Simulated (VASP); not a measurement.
# Si2Mo (P6_222) in VASP: a series of runs

The runs below take Si2Mo through relaxation of cell and atoms, with BLYP+D4, PBEsol+U.

Program: VASP 6.6.1. These are calculated values, not measurements. Logs are shortened: lines on timing, memory, paths and dates and some standing lists are left out, and cuts for length are marked.

### 1 The cell of the first run

It takes space group P6_222 (No. 180, hexagonal). The conventional cell has a = 4.585 Å, b = 4.585 Å, c = 6.580 Å, α = 90.00°, β = 90.00°, γ = 120.00°. Within 3.4 Å of Mo (site symmetry 222) lie 10 Si at 2.57 to 2.67 Å and 4 Mo at 3.17 Å. Within 3.4 Å of Si (site symmetry 2) lie 9 Si at 2.55 to 3.20 Å and 5 Mo at 2.57 to 2.67 Å.

### 2 Relaxation of cell and atoms, BLYP+D4

Input file INCAR:

```
PREC = Accurate ; ENCUT = 600
EDIFF = 1E-6 ; ISMEAR = -1
SIGMA = 0.05 ; LREAL = F
LASPH = T ; NELM = 80
ALGO = Normal ; ISIF = 3
LWAVE = F ; LCHARG = F
GGA = B5 ; ALDAX = 1.0
AGGAX = 1.0 ; AGGAC = 1.0
ALDAC = 0.0 ; IVDW = 13
VDW_S6 = 1.0 ; VDW_S8 = 2.34076671
VDW_A1 = 0.44488865 ; VDW_A2 = 4.0933009
IBRION = 2 ; NSW = 60
EDIFFG = -0.01
```

Input file KPOINTS:

```
regular mesh
0
Gamma
  7 7 4
```

Input file POSCAR:

```
Si2Mo
1.0
    4.5854715599      0.0000000000      0.0000000000
   -2.2927357800      3.9711348592      0.0000000000
    0.0000000000      0.0000000000      6.5797601000
Mo Si
3 6
Direct
    0.5000000000      0.5000000000      0.8333333333
    0.0000000000      0.5000000000      0.1666666667
    0.5000000000      0.0000000000      0.5000000000
    0.1638729800      0.3277459600      0.5000000000
    0.6722540400      0.8361270200      0.1666666667
    0.8361270200      0.1638729800      0.8333333333
    0.8361270200      0.6722540400      0.5000000000
    0.3277459600      0.1638729800      0.1666666667
    0.1638729800      0.8361270200      0.8333333333
```

Potentials or basis: VASP PAW PBE potentials, release 64 (Mo_sv, Si).

Command:

```
$ cat potpaw_PBE.64/Mo_sv/POTCAR potpaw_PBE.64/Si/POTCAR > POTCAR
$ mpirun -np 1 vasp_std > vasp.out
```

OUTCAR:

```text
PREC = Accurate
   ENCUT = 600
   EDIFF = 1E-6
   ISMEAR = -1
   LREAL = F
   LASPH = T
   NELM = 80
   ISIF = 3
   GGA = B5
   IVDW = 13
   IBRION = 2
   NSW = 60
   EDIFFG = -0.01

 ion  position               nearest neighbor table
   1  0.500  0.500  0.833-   4 2.57   7 2.57   5 2.57   8 2.57   9 2.64   6 2.64   9 2.64   6 2.64
                             6 2.67   9 2.67   3 3.17   3 3.17   2 3.17   2 3.17
   2  0.000  0.500  0.167-   4 2.57   7 2.57   6 2.57   9 2.57   8 2.64   5 2.64   5 2.64   8 2.64
                             5 2.67   8 2.67   3 3.17   3 3.17   1 3.17   1 3.17
   3  0.500  0.000  0.500-   6 2.57   9 2.57   8 2.57   5 2.57   4 2.64   7 2.64   7 2.64   4 2.64
                             4 2.67   7 2.67   2 3.17   2 3.17   1 3.17   1 3.17
   4  0.164  0.328  0.500-   6 2.55   8 2.55   1 2.57   2 2.57   7 2.60   3 2.64   3 2.64   3 2.67
                             7 2.67   7 2.67   5 3.15   9 3.15
   5  0.672  0.836  0.167-   7 2.55   6 2.55   3 2.57   1 2.57   8 2.60   2 2.64   2 2.64   2 2.67
                             8 2.67   8 2.67   4 3.15   9 3.15
   6  0.836  0.164  0.833-   4 2.55   5 2.55   3 2.57   2 2.57   9 2.60   1 2.64   1 2.64   1 2.67
                             9 2.67   9 2.67   7 3.15   8 3.15
   7  0.836  0.672  0.500-   9 2.55   5 2.55   1 2.57   2 2.57   4 2.60   3 2.64   3 2.64   3 2.67
                             4 2.67   4 2.67   8 3.15   6 3.15
   8  0.328  0.164  0.167-   4 2.55   9 2.55   3 2.57   1 2.57   5 2.60   2 2.64   2 2.64   2 2.67
                             5 2.67   5 2.67   7 3.15   6 3.15
   9  0.164  0.836  0.833-   7 2.55   8 2.55   3 2.57   2 2.57   6 2.60   1 2.64   1 2.64   1 2.67
                             6 2.67   6 2.67   4 3.15   5 3.15

  LATTYP: Found a hexagonal cell.
 ALAT       =     4.5854715599
 C/A-ratio  =     1.4349146024

  Lattice vectors:

 A1 = (   4.5854715599,   0.0000000000,   0.0000000000)
 A2 = (  -2.2927357800,   3.9711348592,   0.0000000000)
 A3 = (   0.0000000000,   0.0000000000,   6.5797601000)

Analysis of symmetry for initial positions (statically):
=====================================================================
 Subroutine PRICEL returns:
 Original cell was already a primitive cell.

 Routine SETGRP: Setting up the symmetry group for a
 hexagonal supercell.

 Subroutine GETGRP returns: Found 12 space group operations
 (whereof  4 operations were pure point group operations)
 out of a pool of 24 trial point group operations.

The static configuration has the point symmetry D_2 .
 The point group associated with its full space group is D_6 .

Analysis of symmetry for dynamics (positions and initial velocities):
=====================================================================
 Subroutine PRICEL returns:
 Original cell was already a primitive cell.

 Routine SETGRP: Setting up the symmetry group for a
 hexagonal supercell.

 Subroutine GETGRP returns: Found 12 space group operations
 (whereof  4 operations were pure point group operations)
 out of a pool of 24 trial point group operations.

[... 98 lines left out ...]
   total plane-waves  NPLWV =  86400
   dimension x,y,z NGX =    40 NGY =   40 NGZ =   54
   dimension x,y,z NGXF=    80 NGYF=   80 NGZF=  108
   ions per type =               3   6
   NGX,Y,Z   is equivalent  to a cutoff of  14.50, 14.50, 13.64 a.u.
   NGXF,Y,Z  is equivalent  to a cutoff of  29.00, 29.00, 27.29 a.u.
 SYSTEM =  unknown system
   PREC   = accura    normal or accurate (medium, high low for compatibility)
   ISTART =      0    job   : 0-new  1-cont  2-samecut
   ICHARG =      2    charge: 1-file 2-atom 10-const
   ISPIN  =      1    spin polarized calculation?
   LNONCOLLINEAR =      F non collinear calculations
   LSORBIT =      F    spin-orbit coupling
   LASPH  =      T    aspherical Exc in radial PAW
   ENCUT  =  600.0 eV  44.10 Ry    6.64 a.u.   9.16  9.16 13.14*2*pi/ulx,y,z
   NELM   =     80;   NELMIN=  2; NELMDL= -5     # of ELM steps
   EDIFF  = 0.1E-05   stopping-criterion for ELM
   LREAL  =      F    real-space projection
   EDIFFG = -.1E-01   stopping-criterion for IOM
   NSW    =     60    number of steps for IOM
   IBRION =      2    ionic relax: 0-MD 1-quasi-New 2-CG
   NFREE  =      1    steps in history (QN), initial steepest desc. (CG)
   ISIF   =      3    stress and relaxation
   ISYM   =      2    0-nonsym 1-usesym 2-fastsym
   POTIM  = 0.5000    time-step for ionic-motion
   TEBEG  =    0.0;   TEEND  =   0.0 temperature during run
   PSTRESS=    0.0 pullay stress
   NELECT =      66.0000    total number of electrons
   NUPDOWN=      -1.0000    fix difference up-down
   EMIN   =  10.00;   EMAX   =-10.00  energy-range for DOS
   EFERMI =   0.00;   METHOD = LEGACY
   ISMEAR =    -1;   SIGMA  =   0.05  broadening in eV -4-tet -1-fermi 0-gaus
   EFERMI_NEDOS =   21; number of points for ismear=-14 and -15
   IALGO  =     38    algorithm
   IMIX   =      4    mixing-type and parameters
     AMIX     =   0.40;   BMIX     =  1.00
     AMIX_MAG =   1.60;   BMIX_MAG =  1.00
  volume/ion in A,a.u.               =      13.31        89.84
  Fermi-wavevector in a.u.,A,eV,Ry     =   1.342002  2.536017 24.503685  1.800970
  Thomas-Fermi vector in A             =   2.470191
   LORBIT       =      0    0 simple, 1 ext, 2 COOP (PROOUT), +10 PAW based schemes
   GGA     = B5    functional components
   LHFCALC =     F    Hartree Fock is set to
   AEXX    =    0.0000 exact exchange contribution
   IVDW    =    13    specifies the selected vdW correction
   LEPSILON=     F    determine dielectric tensor
   LRPA    =     F    only Hartree local field effects (RPA)
 conjugate gradient relaxation of ions
 non-spin polarized calculation
  energy-cutoff  :      600.00
  volume of cell :      119.81
 maximum number of plane-waves:      4013
 NGX is ok and might be reduce to    40
   NGX = 19   NGY = 19   NGZ = 27

--------------------------------------- Ionic step        1  -------------------------------------------

 number of electron      65.9999993 magnetization

 Free energy of the ion-electron system (eV)
  ---------------------------------------------------
  ext. energy  EPLUGINS =         0.00000000
  ---------------------------------------------------
  free energy    TOTEN  =       -57.44484916 eV

  energy without entropy =      -57.44303389  energy(sigma->0) =      -57.44394152

------------------------ aborting loop because EDIFF is reached ----------------------------------------

  DFT-D4 for vdW energy calculation

  Edisp (eV):   -9.69384
[... 179 lines left out ...]
--------------------------------------- Ionic step        5  -------------------------------------------

 number of electron      65.9999993 magnetization

 Free energy of the ion-electron system (eV)
  ---------------------------------------------------
  ext. energy  EPLUGINS =         0.00000000
  ---------------------------------------------------
  free energy    TOTEN  =       -57.48447196 eV

  energy without entropy =      -57.48258380  energy(sigma->0) =      -57.48352788

 E-fermi :  13.3809     XC(G=0): -11.7993

 val. band max:       13.2500355162   @ k =   0.4286  -0.0000   0.5000
 cond. band min:      13.5125634185   @ k =   0.4286  -0.0000   0.0000
 fundamental gap:      0.2625279024
 Fermi energy:        13.3808766862

 k-point     1 :       0.0000    0.0000    0.0000
  band No.  band energies     occupation
      1     -47.6278      2.00000
      2     -47.5974      2.00000
      3     -47.5974      2.00000
      4     -21.9912      2.00000
      5     -21.9895      2.00000
      6     -21.9895      2.00000
[... 1037 lines left out ...]
  FREE ENERGIE OF THE ION-ELECTRON SYSTEM (eV)
  ---------------------------------------------------
  free  energy   TOTEN  =       -67.1410339081 eV

  energy  without entropy=      -67.1391457544  energy(sigma->0) =      -67.14008983

 reached required accuracy - stopping structural energy minimisation
```

OSZICAR:

```text
N       E                     dE             d eps       ncg     rms          rms(c)
DAV:   1     0.623809038580E+03    0.62381E+03   -0.39690E+04  1960   0.182E+03
DAV:   2    -0.248766674515E+02   -0.64869E+03   -0.63370E+03  2090   0.453E+02
DAV:   3    -0.586760929338E+02   -0.33799E+02   -0.32814E+02  2408   0.839E+01
DAV:   4    -0.594657777522E+02   -0.78968E+00   -0.78304E+00  2312   0.116E+01
[... 39 lines left out ...]
DAV:   1    -0.574846371577E+02   -0.26228E-02   -0.72569E-03  1914   0.557E-01    0.102E-01
DAV:   2    -0.574845097683E+02    0.12739E-03   -0.43824E-04  2239   0.123E-01    0.341E-02
DAV:   3    -0.574844784132E+02    0.31355E-04   -0.52241E-05  2266   0.408E-02    0.147E-02
DAV:   4    -0.574844723523E+02    0.60609E-05   -0.17320E-05  2321   0.248E-02    0.704E-03
DAV:   5    -0.574844719556E+02    0.39670E-06   -0.72646E-07  1314   0.543E-03
   5 F= -.67141034E+02 E0= -.67140090E+02  d E =-.371221E-03
```

CONTCAR:

```text
Si2Mo
   1.00000000000000
     4.5984961748022055   -0.0000000000001640   -0.0000000000000000
    -2.2992480874513870    3.9824145065798633    0.0000000000000000
     0.0000000000000000   -0.0000000000000000    6.5681269537833487
  Mo              Si
     3     6
Direct
     0.5000000000000000    0.5000000000000000    0.8333333332999970
     0.0000000000000000    0.5000000000000000    0.1666666667000030
     0.5000000000000000    0.0000000000000000    0.5000000000000000
     0.1638841315724029    0.3277682631448058    0.5000000000000000
     0.6722317368551941    0.8361158684275971    0.1666666667000030
     0.8361158684275971    0.1638841315724029    0.8333333332999970
     0.8361158684275971    0.6722317368551941    0.5000000000000000
     0.3277682631448058    0.1638841315724029    0.1666666667000030
     0.1638841315724029    0.8361158684275971    0.8333333332999970

  0.00000000E+00  0.00000000E+00  0.00000000E+00
  0.00000000E+00  0.00000000E+00  0.00000000E+00
  0.00000000E+00  0.00000000E+00  0.00000000E+00
  0.00000000E+00  0.00000000E+00  0.00000000E+00
  0.00000000E+00  0.00000000E+00  0.00000000E+00
  0.00000000E+00  0.00000000E+00  0.00000000E+00
  0.00000000E+00  0.00000000E+00  0.00000000E+00
  0.00000000E+00  0.00000000E+00  0.00000000E+00
  0.00000000E+00  0.00000000E+00  0.00000000E+00
```

Run time: 12 min. Hardware: 1 thread of Intel Xeon Platinum 8375C at 2.90GHz (Ice Lake), shared host; peak memory 0.34 GiB.

Results:

- Free energy: -67.1410 eV
- Relaxed volume: 13.36 Å³/atom
- Relaxed cell: a = 4.598 Å, b = 4.598 Å, c = 6.568 Å, α = 90.00°, β = 90.00°, γ = 120.00°
- Space group after relaxing (to 0.1 Å): P6_222 (No. 180)
- Energy gained by relaxing: 0.3 meV/atom
- Ionic steps: 5
- Pressure after relaxing: 0.0 GPa
- Largest force after relaxing: 0.004 eV/Å
- Band gap on the k mesh: 0.26 eV (least direct gap 0.58 eV)
- Dispersion energy per atom: -1.073 eV

Forces in eV/Å, atoms in the order of the input:
```
Mo   0.000  0.000  0.000
Mo   0.000  0.000  0.000
Mo   0.000  0.000  0.000
Si   0.000 -0.004  0.000
Si   0.003  0.002  0.000
Si   0.003 -0.002  0.000
Si   0.000  0.004  0.000
Si  -0.003 -0.002  0.000
Si  -0.003  0.002  0.000
```

The path:
| step | energy change (eV) | largest force (eV/Å) | pressure (GPa) | volume (Å³) |
| --- | --- | --- | --- | --- |
| 1 | 0.0000 | 0.0027 | 0.73 | 119.81 |
| 2 | -0.0006 | 0.0021 | -0.97 | 120.86 |
| 3 | -0.0020 | 0.0000 | -0.21 | 120.38 |
| 4 | -0.0023 | 0.0050 | 0.05 | 120.25 |
| 5 | -0.0023 | 0.0038 | -0.01 | 120.28 |

Final structure:
```
Mo Si
1.0
     4.59850    0.00000    0.00000
    -2.29925    3.98241    0.00000
     0.00000    0.00000    6.56813
Mo Si
3 6
Direct
  0.50000 0.50000 0.83333
  0.00000 0.50000 0.16667
  0.50000 0.00000 0.50000
  0.16388 0.32777 0.50000
  0.67223 0.83612 0.16667
  0.83612 0.16388 0.83333
  0.83612 0.67223 0.50000
  0.32777 0.16388 0.16667
  0.16388 0.83612 0.83333
```

Levels at points of the mesh, in eV from the valence-band top:
| k point | band 30 | band 31 | band 32 | band 33 | band 34 | band 35 | band 36 | band 37 |
| --- | --- | --- | --- | --- | --- | --- | --- | --- |
| (0.00, 0.00, 0.00) | -2.84 | -2.68 | -1.87 | -0.68 | 2.03 | 2.40 | 2.40 | 2.42 |
| (0.00, 0.00, 0.50) | -2.14 | -1.89 | -0.62 | -0.62 | 1.84 | 2.26 | 2.26 | 2.36 |

Caveat: the dispersion term is far too large for a dense solid, which distorts pressure and volume; the PAW data sets were made with another functional, which shifts forces and pressure a little. A k mesh can miss the band edges.

### 3 Relaxation of cell and atoms, PBEsol+U

Input file INCAR:

```
SYSTEM = Si2Mo
ALGO = Normal
EDIFF = 1E-7
EDIFFG = -0.01
ENCUT = 500
GGA = PS
GGA_COMPAT = .FALSE.
IBRION = 2
ISIF = 3
ISMEAR = -1
LASPH = .TRUE.
LCHARG = .FALSE.
LDAU = .TRUE.
LDAUJ = 0 0
LDAUL = 2 -1
LDAUPRINT = 1
LDAUTYPE = 2
LDAUU = 8 0
LMAXMIX = 4
LREAL = .FALSE.
LWAVE = .FALSE.
NELM = 200
NELMIN = 4
NSW = 60
PREC = Accurate
SIGMA = 0.05
```

Input file KPOINTS:

```
k-points
0
G
  7 7 4
  0 0 0
```

POSCAR is that of step 2.

Potentials or basis: VASP PAW PBE potentials, release 64 (Mo_sv, Si).

Command:

```
$ cat potpaw_PBE.64/Mo_sv/POTCAR potpaw_PBE.64/Si/POTCAR > POTCAR
$ mpirun -np 1 vasp_std > vasp.out
```

OUTCAR:

```text
SYSTEM = Si2Mo
   EDIFF = 1E-7
   EDIFFG = -0.01
   ENCUT = 500
   GGA = PS
   IBRION = 2
   ISIF = 3
   ISMEAR = -1
   LASPH = .TRUE.
   LREAL = .FALSE.
   NELM = 200
   NELMIN = 4
   NSW = 60
   PREC = Accurate

 ion  position               nearest neighbor table
   1  0.500  0.500  0.833-   4 2.57   7 2.57   5 2.57   8 2.57   9 2.64   6 2.64   9 2.64   6 2.64
                             6 2.67   9 2.67   3 3.17   3 3.17   2 3.17   2 3.17
   2  0.000  0.500  0.167-   4 2.57   7 2.57   6 2.57   9 2.57   8 2.64   5 2.64   5 2.64   8 2.64
                             5 2.67   8 2.67   3 3.17   3 3.17   1 3.17   1 3.17
   3  0.500  0.000  0.500-   6 2.57   9 2.57   8 2.57   5 2.57   4 2.64   7 2.64   7 2.64   4 2.64
                             4 2.67   7 2.67   2 3.17   2 3.17   1 3.17   1 3.17
   4  0.164  0.328  0.500-   6 2.55   8 2.55   1 2.57   2 2.57   7 2.60   3 2.64   3 2.64   3 2.67
[... 223 lines left out ...]
  -------------------------------------------------------------------------------------
  Total        3.7668468      3.7668468      2.5827512     -0.0000000      0.0000000      0.0000000
  in kB       50.3709156     50.3709156     34.5369879     -0.0000000      0.0000000      0.0000000
  external PRESSURE =      45.0929397 kB  Pullay stress =       0.0000000 kB
[... 430 lines left out ...]
--------------------------------------- Ionic step        9  -------------------------------------------

 number of electron      65.9999994 magnetization

 Free energy of the ion-electron system (eV)
  ---------------------------------------------------
  ext. energy  EPLUGINS =         0.00000000
  ---------------------------------------------------
  free energy    TOTEN  =       -46.37280502 eV

  energy without entropy =      -46.37279986  energy(sigma->0) =      -46.37280244

 E-fermi :  12.6418     XC(G=0): -12.4408

 val. band max:       12.1469864565   @ k =   0.4286  -0.0000   0.5000
 cond. band min:      13.1573520466   @ k =   0.2857   0.1429   0.0000
 fundamental gap:      1.0103655901
 Fermi energy:        12.6418422032

 k-point     1 :       0.0000    0.0000    0.0000
  band No.  band energies     occupation
      1     -48.9634      2.00000
      2     -48.9359      2.00000
      3     -48.9359      2.00000
      4     -23.2284      2.00000
      5     -23.2284      2.00000
      6     -23.2011      2.00000
[... 1033 lines left out ...]
  FREE ENERGIE OF THE ION-ELECTRON SYSTEM (eV)
  ---------------------------------------------------
  free  energy   TOTEN  =       -46.3728050186 eV

  energy  without entropy=      -46.3727998633  energy(sigma->0) =      -46.37280244

 reached required accuracy - stopping structural energy minimisation
```

CONTCAR:

```text
Si2Mo
   1.00000000000000
     4.6337886625751503   -0.0000000000006109    0.0000000000000000
    -2.3168943313386308    4.0129786975541046   -0.0000000000000000
     0.0000000000000000   -0.0000000000000000    6.5921207471808367
  Mo              Si
     3     6
Direct
     0.5000000000000000    0.5000000000000000    0.8333333332999970
     0.0000000000000000    0.5000000000000000    0.1666666667000030
     0.5000000000000000    0.0000000000000000    0.5000000000000000
     0.1627163717390636    0.3254327434781268    0.5000000000000000
     0.6745672565218732    0.8372836282609365    0.1666666667000030
     0.8372836282609367    0.1627163717390632    0.8333333332999970
     0.8372836282609365    0.6745672565218733    0.5000000000000000
     0.3254327434781270    0.1627163717390636    0.1666666667000030
     0.1627163717390634    0.8372836282609368    0.8333333332999970

  0.00000000E+00  0.00000000E+00  0.00000000E+00
  0.00000000E+00  0.00000000E+00  0.00000000E+00
  0.00000000E+00  0.00000000E+00  0.00000000E+00
  0.00000000E+00  0.00000000E+00  0.00000000E+00
  0.00000000E+00  0.00000000E+00  0.00000000E+00
  0.00000000E+00  0.00000000E+00  0.00000000E+00
  0.00000000E+00  0.00000000E+00  0.00000000E+00
  0.00000000E+00  0.00000000E+00  0.00000000E+00
  0.00000000E+00  0.00000000E+00  0.00000000E+00
```

Run time: 13 min. Hardware: 1 thread of Oxide Virtual Turin-like, shared host; peak memory 0.25 GiB.

What came out:

| Item | Value |
| --- | --- |
| Free energy | -46.3728 eV |
| Relaxed volume | 13.62 Å³/atom |
| Relaxed cell | a = 4.634 Å, b = 4.634 Å, c = 6.592 Å, α = 90.00°, β = 90.00°, γ = 120.00° |
| Space group after relaxing (to 0.1 Å) | P6_222 (No. 180) |
| Energy gained by relaxing | 4.9 meV/atom |
| Ionic steps | 9 |
| Pressure after relaxing | -0.1 GPa |
| Largest force after relaxing | 0.005 eV/Å |
| Band gap on the k mesh | 1.01 eV (least direct gap 1.50 eV) |

Forces in eV/Å, atoms in the order of the input:
```
Mo   0.000  0.000  0.000
Mo   0.000  0.000  0.000
Mo   0.000  0.000  0.000
Si   0.000 -0.005  0.000
Si   0.005  0.003  0.000
Si   0.005 -0.003  0.000
Si   0.000  0.005  0.000
Si  -0.005 -0.003  0.000
Si  -0.005  0.003  0.000
```

The path:
| step | energy change (eV) | largest force (eV/Å) | pressure (GPa) | volume (Å³) |
| --- | --- | --- | --- | --- |
| 1 | 0.0000 | 0.1278 | 4.51 | 119.81 |
| 2 | 0.0308 | 0.0525 | -5.87 | 126.43 |
| 3 | -0.0401 | 0.0918 | -0.22 | 122.60 |
| 4 | -0.0401 | 0.0924 | -0.13 | 122.54 |
| 5 | -0.0437 | 0.0416 | 0.04 | 122.49 |
| 6 | -0.0439 | 0.0297 | 0.08 | 122.48 |
| 7 | -0.0439 | 0.0281 | 0.08 | 122.48 |
| 8 | -0.0441 | 0.0033 | -0.11 | 122.59 |
| 9 | -0.0441 | 0.0054 | -0.09 | 122.58 |

Final structure:
```xyz
9
Lattice="4.6338 0.0000 0.0000 -2.3169 4.0130 0.0000 0.0000 0.0000 6.5921" Properties=species:S:1:pos:R:3 pbc="T T T"
Mo    1.1584    2.0065    5.4934
Mo   -1.1584    2.0065    1.0987
Mo    2.3169    0.0000    3.2961
Si    0.0000    1.3060    3.2961
Si    1.1859    3.3600    1.0987
Si    3.5028    0.6530    5.4934
Si    2.3169    2.7070    3.2961
Si    1.1310    0.6530    1.0987
Si   -1.1859    3.3600    5.4934
```

Eigenvalues of the final occupation matrices:
| site | spin | trace | eigenvalues |
| --- | --- | --- | --- |
| site 1 d | 1 | 2.06 | 0.27 0.33 0.43 0.46 0.57 |
| site 1 d | 2 | 2.06 | 0.27 0.33 0.43 0.46 0.57 |
| site 2 d | 1 | 2.06 | 0.27 0.33 0.43 0.46 0.57 |
| site 2 d | 2 | 2.06 | 0.27 0.33 0.43 0.46 0.57 |
| site 3 d | 1 | 2.06 | 0.27 0.33 0.43 0.46 0.57 |
| site 3 d | 2 | 2.06 | 0.27 0.33 0.43 0.46 0.57 |

Caveat: the PAW data sets were made with another functional, which shifts forces and pressure a little; the U is typed as a test and isn't derived for this compound. A k mesh can miss the band edges.
